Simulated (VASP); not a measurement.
## ZrS2: single point with LDA

Crystal: ZrS2.

```
Zr S
1.0
     3.69138    0.00000    0.00000
    -1.84569    3.19683    0.00000
     0.00000    0.00000    6.04108
Zr S
1 2
Direct
  0.00000 0.00000 0.00000
  0.66667 0.33333 0.76209
  0.33333 0.66667 0.23791
```

```yaml
Program: VASP 6.6.1
Task: single point
Functional: LDA
Potentials_or_basis: VASP PAW LDA potentials, release 64 (Zr_sv, S)
Cutoff: 500 eV
k_mesh: 6 × 6 × 4
Occupations: gaussian, width 0.01 eV
Spin: no spin polarisation
```

```
Pressure               : -4.5 GPa
Largest force          : 0.289 eV/Å
Band gap on the k mesh : 0.95 eV (least direct gap 1.53 eV)
```

Forces in eV/Å, atoms in the order of the input:
```
Zr   0.000  0.000  0.000
S    0.000  0.000  0.289
S    0.000  0.000 -0.289
```

Stress tensor (GPa, compression positive):
```
-4.98  0.00  0.00
 0.00 -4.98  0.00
 0.00  0.00 -3.39
```

Levels at points of the mesh, in eV from the valence-band top:
| k point | band 8 | band 9 | band 10 | band 11 | band 12 | band 13 | band 14 | band 15 | band 16 | band 17 |
| --- | --- | --- | --- | --- | --- | --- | --- | --- | --- | --- |
| (0.00, 0.00, 0.00) | -2.74 | -2.74 | -0.03 | -0.03 | 0.00 | 1.52 | 1.52 | 2.35 | 5.02 | 5.02 |
| (0.50, 0.00, 0.00) | -2.54 | -2.41 | -2.35 | -1.64 | -1.12 | 1.13 | 3.18 | 3.44 | 5.71 | 5.89 |
| (0.00, 0.00, 0.50) | -2.71 | -2.71 | -1.61 | -0.13 | -0.13 | 1.49 | 1.49 | 2.67 | 5.32 | 5.32 |
| (0.50, 0.00, 0.50) | -3.06 | -2.53 | -2.19 | -0.92 | -0.75 | 0.95 | 3.18 | 3.44 | 5.30 | 5.71 |

It took 40 s on 1 thread of AMD EPYC 7R43 64-Core Processor (Zen 3) (shared host), peak memory 0.14 GiB.

Caveat: the cell stands under tension. A k mesh can miss the band edges.
